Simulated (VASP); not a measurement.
# Al: single point with PBEsol+D3(BJ)

The system is Al.

```
Al
1.0
    -1.58648    1.58648    1.58648
     1.58648   -1.58648    1.58648
     1.58648    1.58648   -1.58648
Al
1
Cartesian
  0.0000 0.0000 0.0000
```

```
Program                : VASP 6.6.1
Task                   : single point
Functional             : PBEsol
Dispersion             : D3(BJ)
Potentials or basis    : VASP PAW PBE potentials, release 64 (Al)
Cutoff                 : 520 eV
k mesh                 : 12 × 12 × 12
Occupations            : fermi-dirac, width 0.05 eV
Spin                   : no spin polarisation
Dipole correction      : no
Further INCAR settings : ALGO = Normal; EDIFF = 1e-07; NBANDS = 8
```

| Property | Result |
| --- | --- |
| Pressure | -0.3 GPa |
| Dispersion energy per atom | -0.328 eV |

Levels at points of the mesh, in eV from the Fermi level:
| k point | band 1 | band 2 | band 3 | band 4 | band 5 |
| --- | --- | --- | --- | --- | --- |
| (0.00, 0.00, 0.00) | -11.34 | 13.45 | 13.45 | 13.45 | 15.18 |
| (0.50, 0.00, 0.00) | -4.43 | -3.88 | 8.35 | 8.42 | 10.21 |
| (0.50, 0.50, 0.50) | 1.94 | 1.94 | 1.94 | 2.94 | 2.94 |

Run time: 3.9 s on 1 thread of AMD EPYC 9R45 96-Core Processor (Zen 5), with other jobs on the host, peak memory 0.1 GiB.

Caveat: three body term missing; the PAW data sets were made with another functional, which shifts forces and pressure a little; pairwise dispersion overbinds metals, which lowers pressure and volume.
